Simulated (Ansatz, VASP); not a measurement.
**CuI: VASP beside Ansatz**

The input POSCAR:

```
CuI
1.0
    0.0000000000      2.9505553359      2.9505553359
    2.9505553359      0.0000000000      2.9505553359
    2.9505553359      2.9505553359      0.0000000000
Cu I
1 1
Direct
    0.2500000000      0.2500000000      0.2500000000
    0.0000000000      0.0000000000      0.0000000000
```

INCAR.step1

```
SYSTEM = CuI
PREC = Accurate ; ENCUT = 520
ISMEAR = 0 ; SIGMA = 0.01
LREAL = .False. ; LASPH = .True.
NELM = 80 ; NBANDS = 16
GGA = PE ; ALGO = Normal
EDIFF = 1E-4 ; LWAVE = .True.
LCHARG = .False.
```

INCAR.step2

```
SYSTEM = CuI
PREC = Accurate ; ENCUT = 520
EDIFF = 1E-6 ; ISMEAR = 0
SIGMA = 0.01 ; LREAL = .False.
LASPH = .True. ; NELM = 80
ALGO = Normal ; ISIF = 2
LWAVE = .False. ; LCHARG = .False.
METAGGA = R2SCAN ; LMIXTAU = .True.
NBANDS = 16 ; ISTART = 1
```

File KPOINTS:

```
Automatic mesh
0
Gamma
  6 6 6
  0 0 0
```

Input for Ansatz:

```yaml
crystal:
  lattice:
    - [0.0, 2.9505553359, 2.9505553359]
    - [2.9505553359, 0.0, 2.9505553359]
    - [2.9505553359, 2.9505553359, 0.0]
  atoms:
    - { symbol: Cu, position: [0.25, 0.25, 0.25] }
    - { symbol: I, position: [0.0, 0.0, 0.0] }
kpoints:
  mp_grid: { grid: [6, 6, 6] }
hamiltonian:
  xc: r2scan
scf:
  occupations: { method: fixed }
  n_extra_bands: 4
output:
  forces: true
  stress: true
  eigenvalues: true
```

Alike in both runs: task single point; functional r2SCAN; k mesh 6 × 6 × 6; no spin polarisation.

```csv
,VASP,Ansatz
version,VASP 6.6.1,Ansatz 0.2.0
potentials or method,"VASP PAW PBE potentials, release 64 (Cu, I)","plane waves, PAW"
plane-wave cutoff (eV),520,500
occupations,"gaussian, width 0.01 eV",fixed
valence electrons in the cell,18,36
```

Ansatz gave:

| Item | Value |
| --- | --- |
| gap on the k mesh at the Fermi level (eV) | 1.86 |
| pressure (GPa) | 3.2 |

Problem. Which values does VASP return?

Solution. gap on the k mesh at the Fermi level (eV): 1.87; pressure (GPa): 3.1.

VASP's potentials were made for PBE, not for r2SCAN. VASP's potentials hold 18 valence electrons a cell and Ansatz's 36, so a difference there can come from the potentials and not from the codes.

Spin-orbit coupling is off throughout.
